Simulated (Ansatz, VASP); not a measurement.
# BeS in VASP and in Ansatz

File POSCAR:

```
BeS
1.0
    0.0000000000      2.3172971969      2.3172971969
    2.3172971969      0.0000000000      2.3172971969
    2.3172971969      2.3172971969      0.0000000000
Be S
1 1
Direct
    0.0000000000      0.0000000000      0.0000000000
    0.5000000000      0.5000000000      0.5000000000
```

INCAR.step1

```
PREC = Accurate
ENCUT = 520
EDIFF = 1E-5
ISMEAR = 0
SIGMA = 0.01
LREAL = False
LASPH = True
NELM = 100
ALGO = Normal
ISIF = 2
LWAVE = True
LCHARG = False
GGA = PE
NBANDS = 11
```

INCAR.step2

```
PREC = Accurate
ENCUT = 520
EDIFF = 1E-6
ISMEAR = 0
SIGMA = 0.01
LREAL = False
LASPH = True
NELM = 100
ALGO = Normal
ISIF = 2
LWAVE = False
LCHARG = False
GGA = PE
LHFCALC = True
AEXX = 0.4
HFSCREEN = 0.1
PRECFOCK = Normal
ISTART = 1
NBANDS = 11
```

File KPOINTS:

```
Automatic mesh
0
Gamma
  4 4 4
```

Input for Ansatz:

```yaml
crystal:
  lattice:
    - [0.0, 2.3172971969, 2.3172971969]
    - [2.3172971969, 0.0, 2.3172971969]
    - [2.3172971969, 2.3172971969, 0.0]
  atoms:
    - { symbol: Be, position: [0.0, 0.0, 0.0] }
    - { symbol: S, position: [0.5, 0.5, 0.5] }
kpoints:
  mp_grid: { grid: [4, 4, 4] }
hamiltonian:
  xc: { exchange: pbe, correlation: pbe, exx: { coeff: 0.4, omega: 0.1 } }
scf:
  occupations: { method: fixed }
  n_extra_bands: 4
output:
  forces: true
  stress: true
  eigenvalues: true
```

Alike in both runs: task single point; functional PBE-based screened hybrid; k mesh 4 × 4 × 4; no spin polarisation.

|  | VASP | Ansatz |
| --- | --- | --- |
| version | VASP 6.6.1 | Ansatz 0.2.0 |
| potentials or method | VASP PAW PBE potentials, release 64 (Be, S) | plane waves |
| plane-wave cutoff (eV) | 520 | 420 |
| occupations | gaussian, width 0.01 eV | fixed |
| valence electrons in the cell | 8 | 8 |

Ansatz gave:

| Item | Value |
| --- | --- |
| gap on the k mesh at the Fermi level (eV) | 3.17 |
| pressure (GPa) | -1.6 |

Problem. What did VASP give for the same quantities?

Solution. gap on the k mesh at the Fermi level (eV): 3.20; pressure (GPa): -2.2.

VASP's potentials were made for PBE, not for PBE-based screened hybrid. Ansatz's warnings: stress exchange threshold loose, stress scf threshold loose.

The k mesh is coarse, so the values compare programs but aren't converged.
